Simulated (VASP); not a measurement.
# Si62As (a cell with a defect) in VASP: a series of runs

Si62As (a cell with a defect) is run at these levels: PBE+D3(BJ); tasks: single point.

Program: VASP 6.6.1. These are calculated values, not measurements. Logs are shortened: lines on timing, memory, paths and dates and some standing lists are left out, and cuts for length are marked.

### Step 1. The cell of the first run

The cell holds a defect, 63 atoms: a = 10.860 Å, b = 10.860 Å, c = 10.860 Å, α = 90.00°, β = 90.00°, γ = 90.00°.

### Step 2. Single point, PBE+D3(BJ)

File INCAR:

```
SYSTEM = Si62As
PREC     = Accurate       ! precision mode
ENCUT    = 520            ! plane-wave cutoff, eV
EDIFF    = 1E-7           ! SCF threshold, eV
ISMEAR   = 0              ! smearing method
SIGMA    = 0.05           ! smearing width, eV
LREAL    = Auto         
LASPH    = .True.         ! aspherical terms in the spheres
NELM     = 80             ! most SCF steps
ALGO     = Normal         ! electronic algorithm
ISIF     = 2              ! what is computed and relaxed
LWAVE    = .False.        ! write WAVECAR
LCHARG   = .True.         ! write CHGCAR
GGA      = PE             ! functional
IVDW     = 12             ! dispersion correction
LELF     = .True.         ! ELF
LVHAR    = .True.       
NELECT   = 252.0        
NBANDS   = 164            ! bands
```

File KPOINTS:

```
regular mesh
0
Gamma
  1 1 1
  0 0 0
```

File POSCAR:

```
Si62As
1.0
   10.8600000000      0.0000000000      0.0000000000
    0.0000000000     10.8600000000      0.0000000000
    0.0000000000      0.0000000000     10.8600000000
Si As
62 1
Direct
    0.4997872928     -0.0004461326     -0.0008456722
    0.6245340700      0.1261211786      0.1265843462
    0.7489912523      0.2512402394      0.0015666667
    0.8711723757      0.3761394107      0.1290216390
    0.7496521179      0.0002558011      0.2504256906
    0.8759058932      0.1238923573      0.3753427256
   -0.0001811234      0.0005501842     -0.0000805709
    0.1234486188      0.1263093002      0.1259260589
    0.2503453039      0.2480574586      0.0001597606
    0.3756041436      0.3766611418      0.1260587477
    0.4994457643      0.5009062615     -0.0003779006
    0.6229829650      0.6255496317      0.1258933702
    0.7521453959      0.7497770718     -0.0003983425
    0.8744882136      0.8760373849      0.1254533149
    0.2496998158      0.0011574586      0.2491953959
    0.3752904236      0.1271155617      0.3775896869
    0.4985699816      0.2487599448      0.2488151934
    0.7482953039      0.5022774401      0.2513459484
    0.8731896869      0.6254395948      0.3774580110
    0.4992593002     -0.0004768877      0.5003230203
    0.6225950276      0.1267362799      0.6240954880
    0.7536395948      0.2459910681      0.5014226519
    0.8734751381      0.3768729282      0.6237227440
    0.7509548803      0.0012942910      0.7500806630
    0.8737002762      0.1265677716      0.8766671271
   -0.0012114180      0.4996859116      0.0010455801
    0.1244406077      0.6252783610      0.1250039595
    0.2497133517      0.7504179558     -0.0004394107
    0.3738597606      0.8763245856      0.1250633517
   -0.0010440147      0.2510772560      0.2508653775
    0.1245139042      0.3756415285      0.3751077348
    0.2501538674      0.5001878453      0.2504070902
    0.3811558932      0.6195495396      0.3745519337
    0.4995059853      0.7510132597      0.2500666667
    0.6246709945      0.8756236648      0.3751290055
    0.0026126151     -0.0023889503      0.5008332413
    0.1252091160      0.1253463168      0.6254970534
    0.2500846225      0.2521818600      0.5008571823
    0.3784300184      0.3775323204      0.6216066298
    0.6237371087      0.6208445672      0.6203229282
    0.7488103131      0.7507959484      0.5009665746
    0.8748351750      0.8756939227      0.6261328729
    0.2504979742     -0.0009261510      0.7493316759
    0.3750886740      0.1251505525      0.8743593002
    0.4996872928      0.2521335175      0.7494775322
    0.6247482505      0.3755396869      0.8757519337
    0.7486112339      0.5000374770      0.7493058011
    0.8751517495      0.6247296501      0.8745162983
   -0.0002238490      0.7499354512      0.2486521179
    0.1278267035      0.8720598527      0.3764351750
    0.0003615101      0.5009225599      0.5001613260
    0.1259821363      0.6251114180      0.6250129834
    0.2552793738      0.7446319521      0.4994454880
    0.3750311234      0.8736060773      0.6248371087
   -0.0009031308      0.2486429098      0.7496648250
    0.1244941068      0.3753411602      0.8755500921
    0.2514552486      0.5001265193      0.7487327808
    0.3743242173      0.6255575506      0.8748136280
    0.4999384899      0.7466411602      0.7470080110
    0.6241239411      0.8737651013      0.8739186924
    0.0009570902      0.7499130755      0.7495686004
    0.1245023020      0.8757575506      0.8752299263
    0.5252785451      0.4754554328      0.4747303867
```

Potentials or basis: VASP PAW PBE potentials, release 64 (Si, As).

On the command line:

```sh
cat potpaw_PBE.64/Si/POTCAR potpaw_PBE.64/As/POTCAR > POTCAR
mpirun -np 1 vasp_gam > vasp.out
```

OUTCAR:

```text
SYSTEM = Si62As
   PREC = Accurate
   ENCUT = 520
   EDIFF = 1E-7
   ISMEAR = 0
   LREAL = Auto
   LASPH = .True.
   NELM = 80
   ISIF = 2
   GGA = PE
   IVDW = 12
   NELECT = 252.0
 IVDW          = 12

 ion  position               nearest neighbor table
   1  0.500  1.000  0.999-  29 2.35  44 2.35  60 2.35   2 2.37
   2  0.625  0.126  0.127-  17 2.33   3 2.35   5 2.35   1 2.37
   3  0.749  0.251  0.002-  25 2.35  46 2.35   4 2.35   2 2.35
   4  0.871  0.376  0.129-  18 2.33   3 2.35  30 2.35  26 2.38
   5  0.750  0.000  0.250-  14 2.35  35 2.35   6 2.35   2 2.35
   6  0.876  0.124  0.375-  22 2.32  30 2.35   5 2.35  36 2.37
[... 8 lines left out ...]
  15  0.250  0.001  0.249-  29 2.34   8 2.35  50 2.37  16 2.38
  16  0.375  0.127  0.378-  38 2.34  17 2.34  20 2.35  15 2.38
  17  0.499  0.249  0.249-   2 2.33  10 2.34  16 2.34
  18  0.748  0.502  0.251-   4 2.33  12 2.35  19 2.35
  19  0.873  0.625  0.377-  41 2.34  18 2.35  51 2.35  49 2.38
  20  0.499  1.000  0.500-  16 2.35  21 2.35  35 2.35  54 2.35
  21  0.623  0.127  0.624-  22 2.34  45 2.34  20 2.35  24 2.38
  22  0.754  0.246  0.501-   6 2.32  21 2.34  23 2.34
  23  0.873  0.377  0.624-  22 2.34  47 2.34  51 2.35  55 2.38
  24  0.751  0.001  0.750-  42 2.34  25 2.35  60 2.37  21 2.38
  25  0.874  0.127  0.877-   3 2.35  55 2.35  24 2.35   7 2.35
  26  0.999  0.500  0.001-  27 2.35  48 2.35  56 2.35   4 2.38
  27  0.124  0.625  0.125-  49 2.34  26 2.35  28 2.36  32 2.36
  28  0.250  0.750  1.000-  58 2.35  62 2.35  29 2.35  27 2.36
[... 32 lines left out ...]
  61  0.001  0.750  0.750-  52 2.35  62 2.35  42 2.35  48 2.36
  62  0.125  0.876  0.875-   7 2.35  28 2.35  61 2.35  43 2.35
  63  0.525  0.475  0.475-  33 2.47  40 2.48  39 2.49

  LATTYP: Found a simple cubic cell.
 ALAT       =    10.8600000000

  Lattice vectors:

 A1 = (  10.8600000000,   0.0000000000,   0.0000000000)
 A2 = (   0.0000000000,  10.8600000000,   0.0000000000)
 A3 = (   0.0000000000,   0.0000000000,  10.8600000000)

Analysis of symmetry for initial positions (statically):
=====================================================================
 Subroutine PRICEL returns:
 Original cell was already a primitive cell.

 Routine SETGRP: Setting up the symmetry group for a
 simple cubic supercell.

 Subroutine GETGRP returns: Found  1 space group operations
 (whereof  1 operations were pure point group operations)
 out of a pool of 48 trial point group operations.

The static configuration has the point symmetry C_1 .

Analysis of symmetry for dynamics (positions and initial velocities):
=====================================================================
 Subroutine PRICEL returns:
 Original cell was already a primitive cell.

 Routine SETGRP: Setting up the symmetry group for a
 simple cubic supercell.

 Subroutine GETGRP returns: Found  1 space group operations
 (whereof  1 operations were pure point group operations)
 out of a pool of 48 trial point group operations.

The dynamic configuration has the point symmetry C_1 .

 Subroutine INISYM returns: Found  1 space group operations
 (whereof  1 operations are pure point group operations),
 and found     1 'primitive' translations

----------------------------------------------------------------------------------------

                                     Primitive cell

  volume of cell :    1280.8241

  direct lattice vectors                    reciprocal lattice vectors
    10.860000000  0.000000000  0.000000000     0.092081031  0.000000000  0.000000000
     0.000000000 10.860000000  0.000000000     0.000000000  0.092081031  0.000000000
     0.000000000  0.000000000 10.860000000     0.000000000  0.000000000  0.092081031

  length of vectors
    10.860000000 10.860000000 10.860000000     0.092081031  0.092081031  0.092081031

  position of ions in fractional coordinates (direct lattice)
     0.499787293  0.999553867  0.999154328
     0.624534070  0.126121179  0.126584346
     0.748991252  0.251240239  0.001566667
     0.871172376  0.376139411  0.129021639
     0.749652118  0.000255801  0.250425691
     0.875905893  0.123892357  0.375342726
[... 55 lines left out ...]
     0.124502302  0.875757551  0.875229926
     0.525278545  0.475455433  0.474730387

  ion indices of the primitive-cell ions
   primitive index   ion index
                 1           1
                 2           2
                 3           3
                 4           4
                 5           5
                 6           6
[... 55 lines left out ...]
                62          62
                63          63

----------------------------------------------------------------------------------------

 KPOINTS: regular mesh

Automatic generation of k-mesh.
 Grid dimensions read from file:
 generate k-points for:    1    1    1

 Generating k-lattice:

  Cartesian coordinates                     Fractional coordinates (reciprocal lattice)
     0.092081031  0.000000000  0.000000000     1.000000000  0.000000000  0.000000000
     0.000000000  0.092081031  0.000000000     0.000000000  1.000000000  0.000000000
     0.000000000  0.000000000  0.092081031     0.000000000  0.000000000  1.000000000

  Length of vectors
     0.092081031  0.092081031  0.092081031

  Shift w.r.t. Gamma in fractional coordinates (k-lattice)
     0.000000000  0.000000000  0.000000000

 Subroutine IBZKPT returns following result:
 ===========================================

 Found      1 irreducible k-points:

 Following reciprocal coordinates:
            Coordinates               Weight
  0.000000  0.000000  0.000000      1.000000
   k-points           NKPTS =      1   k-points in BZ     NKDIM =      1   number of bands    NBANDS=    164
   number of dos      NEDOS =    301   number of ions     NIONS =     63
   total plane-waves  NPLWV = 592704
   dimension x,y,z NGX =    84 NGY =   84 NGZ =   84
   dimension x,y,z NGXF=   168 NGYF=  168 NGZF=  168
   ions per type =              62   1
   NGX,Y,Z   is equivalent  to a cutoff of  12.86, 12.86, 12.86 a.u.
   NGXF,Y,Z  is equivalent  to a cutoff of  25.72, 25.72, 25.72 a.u.
 SYSTEM =  Si62As
   PREC   = accura    normal or accurate (medium, high low for compatibility)
   ISTART =      0    job   : 0-new  1-cont  2-samecut
   ICHARG =      2    charge: 1-file 2-atom 10-const
   ISPIN  =      1    spin polarized calculation?
   LNONCOLLINEAR =      F non collinear calculations
   LSORBIT =      F    spin-orbit coupling
   LASPH  =      T    aspherical Exc in radial PAW
   ENCUT  =  520.0 eV  38.22 Ry    6.18 a.u.  20.19 20.19 20.19*2*pi/ulx,y,z
   NELM   =     80;   NELMIN=  2; NELMDL= -5     # of ELM steps
   EDIFF  = 0.1E-06   stopping-criterion for ELM
   LREAL  =      T    real-space projection
   EDIFFG = 0.1E-05   stopping-criterion for IOM
   NSW    =      0    number of steps for IOM
   IBRION =     -1    ionic relax: 0-MD 1-quasi-New 2-CG
   NFREE  =      0    steps in history (QN), initial steepest desc. (CG)
   ISIF   =      2    stress and relaxation
   ISYM   =      2    0-nonsym 1-usesym 2-fastsym
   POTIM  = 0.5000    time-step for ionic-motion
   TEBEG  =    0.0;   TEEND  =   0.0 temperature during run
   PSTRESS=    0.0 pullay stress
   NELECT =     252.0000    total number of electrons
   NUPDOWN=      -1.0000    fix difference up-down
   EMIN   =  10.00;   EMAX   =-10.00  energy-range for DOS
   EFERMI =   0.00;   METHOD = LEGACY
   ISMEAR =     0;   SIGMA  =   0.05  broadening in eV -4-tet -1-fermi 0-gaus
   EFERMI_NEDOS =   21; number of points for ismear=-14 and -15
   IALGO  =     38    algorithm
   IMIX   =      4    mixing-type and parameters
     AMIX     =   0.40;   BMIX     =  1.00
     AMIX_MAG =   1.60;   BMIX_MAG =  1.00
  volume/ion in A,a.u.               =      20.33       137.20
  Fermi-wavevector in a.u.,A,eV,Ry     =   0.952164  1.799329 12.335269  0.906617
  Thomas-Fermi vector in A             =   2.080702
   LORBIT       =      0    0 simple, 1 ext, 2 COOP (PROOUT), +10 PAW based schemes
   GGA     = PE    functional components
   LHFCALC =     F    Hartree Fock is set to
   AEXX    =    0.0000 exact exchange contribution
   IVDW    =    12    specifies the selected vdW correction
   LEPSILON=     F    determine dielectric tensor
   LRPA    =     F    only Hartree local field effects (RPA)
 non-spin polarized calculation
 Gauss-broadening in eV      SIGMA  =   0.05
  energy-cutoff  :      520.00
  volume of cell :     1280.82
 maximum number of plane-waves:     17229
 NGX is ok and might be reduce to    84
   NGX = 41   NGY = 41   NGZ = 41

 number of electron     251.9999985 magnetization

 Free energy of the ion-electron system (eV)
  ---------------------------------------------------
  ext. energy  EPLUGINS =         0.00000000
  ---------------------------------------------------
  free energy    TOTEN  =      -338.18803035 eV

  energy without entropy =     -338.18803035  energy(sigma->0) =     -338.18803035

 E-fermi :   6.0625     XC(G=0):  -9.3281

 val. band max:        5.8346944767   @ k =   0.0000   0.0000   0.0000
 cond. band min:       6.2922230000   @ k =   0.0000   0.0000   0.0000
 fundamental gap:      0.4575285232
 Fermi energy:         6.0624872008

 k-point     1 :       0.0000    0.0000    0.0000
  band No.  band energies     occupation
      1      -6.3061      2.00000
      2      -5.7160      2.00000
      3      -5.1623      2.00000
      4      -5.1581      2.00000
      5      -5.1490      2.00000
      6      -5.1480      2.00000
[... 130 lines left out ...]
    137       6.8714      0.00000
    138       6.9600      0.00000
 [bands above 138 left out]

------------------------ aborting loop because EDIFF is reached ----------------------------------------

 Edisp (eV)  -19.95142

 E6    (eV) :   -11.6768

 E8    (eV) :    -8.2746

  FORCE on cell =-STRESS in cart. coord.  units (eV):
  Direction    XX          YY          ZZ          XY          YZ          ZX
  --------------------------------------------------------------------------------------
  -------------------------------------------------------------------------------------
  Total     -12.27164   -11.98006   -12.38102    -3.29599     2.95740    -2.63303
  in kB     -15.35054   -14.98581   -15.48736    -4.12293     3.69940    -3.29365
  external pressure =      -15.27 kB  Pullay stress =        0.00 kB

 VOLUME and BASIS-vectors are now :
 -----------------------------------------------------------------------------
  energy-cutoff  :      520.00
  volume of cell :     1280.82
      direct lattice vectors                 reciprocal lattice vectors
    10.860000000  0.000000000  0.000000000     0.092081031  0.000000000  0.000000000
     0.000000000 10.860000000  0.000000000     0.000000000  0.092081031  0.000000000
     0.000000000  0.000000000 10.860000000     0.000000000  0.000000000  0.092081031

 POSITION                                       TOTAL-FORCE (eV/Angst)
 -----------------------------------------------------------------------------------
      5.42769     10.85515     10.85082         0.003481     -0.019126     -0.016324
      6.78244      1.36968      1.37471         0.019720     -0.032484     -0.037149
      8.13404      2.72847      0.01701         0.007005     -0.011802     -0.027936
      9.46093      4.08487      1.40117         0.067385     -0.027583     -0.068588
      8.14122      0.00278      2.71962         0.005029     -0.013096     -0.005650
      9.51234      1.34547      4.07622         0.010634     -0.008248     -0.020088
[... 55 lines left out ...]
      1.35209      9.51073      9.50500         0.003145     -0.003398      0.001249
      5.70452      5.16345      5.15557        -0.270036      0.187699      0.337193
 -----------------------------------------------------------------------------------
    total drift:                                0.000104      0.002471      0.006081

  FREE ENERGIE OF THE ION-ELECTRON SYSTEM (eV)
  ---------------------------------------------------
  free  energy   TOTEN  =      -358.1394504332 eV

  energy  without entropy=     -358.1394504331  energy(sigma->0) =     -358.13945043
```

Run time: 9.4 min. Hardware: 1 thread of AMD EPYC 7R13 (Zen 3), shared host; peak memory 1.1 GiB.

Results:

```
Free energy                : -358.1395 eV
Largest force              : 0.471 eV/Å
Dispersion energy per atom : -0.317 eV
```

Forces on the atoms (eV/Å):
```
Si   0.003 -0.019 -0.016
Si   0.020 -0.032 -0.037
Si   0.007 -0.012 -0.028
Si   0.067 -0.028 -0.069
Si   0.005 -0.013 -0.006
Si   0.011 -0.008 -0.020
Si   0.001 -0.003 -0.002
Si   0.017 -0.010 -0.007
Si   0.016  0.005  0.005
Si   0.022  0.006  0.013
Si   0.000 -0.004 -0.008
Si  -0.006 -0.034  0.022
Si  -0.007 -0.020  0.011
Si   0.004 -0.013 -0.004
Si   0.020 -0.002 -0.007
Si   0.018  0.011  0.000
Si   0.038 -0.048 -0.050
Si   0.090 -0.053 -0.086
Si  -0.017 -0.030  0.002
Si   0.002  0.002 -0.001
Si   0.001  0.010 -0.009
Si   0.021 -0.016 -0.030
Si  -0.008  0.003 -0.008
Si   0.006 -0.007 -0.014
Si   0.008 -0.010 -0.017
Si   0.041 -0.002 -0.038
Si   0.016 -0.016  0.002
Si   0.000 -0.003  0.003
Si   0.021 -0.018  0.001
Si   0.026 -0.013 -0.011
Si   0.004 -0.006  0.003
Si   0.012 -0.004  0.022
Si  -0.087  0.077  0.047
Si   0.006 -0.018  0.028
Si   0.005 -0.001 -0.001
Si  -0.006  0.005 -0.004
Si   0.006 -0.001 -0.017
Si   0.008  0.003  0.002
Si  -0.005  0.032  0.002
Si  -0.030  0.041  0.047
Si  -0.014 -0.014 -0.002
Si  -0.001 -0.011 -0.020
Si  -0.002  0.008  0.006
Si   0.013  0.000 -0.002
Si  -0.008  0.002 -0.007
Si  -0.003 -0.001 -0.013
Si  -0.007  0.006 -0.005
Si  -0.003 -0.012 -0.001
Si  -0.008 -0.020 -0.003
Si  -0.019  0.019 -0.012
Si   0.002 -0.003  0.002
Si  -0.012  0.002  0.008
Si  -0.055  0.055  0.021
Si  -0.002  0.014  0.007
Si   0.005 -0.005 -0.011
Si   0.033  0.002 -0.032
Si   0.008  0.009 -0.011
Si  -0.001  0.002  0.000
Si  -0.008  0.017  0.016
Si   0.000 -0.009 -0.007
Si  -0.010  0.000  0.005
Si   0.003 -0.003  0.001
As  -0.270  0.188  0.337
```

Caveat: the k points lie up to 0.58 Å⁻¹ apart; the cell carries a net charge on a neutralising background, which shifts energy and pressure; the cell is charged against a uniform background, so pressure and absolute levels hang on convention.

[end of part 1 of 3]
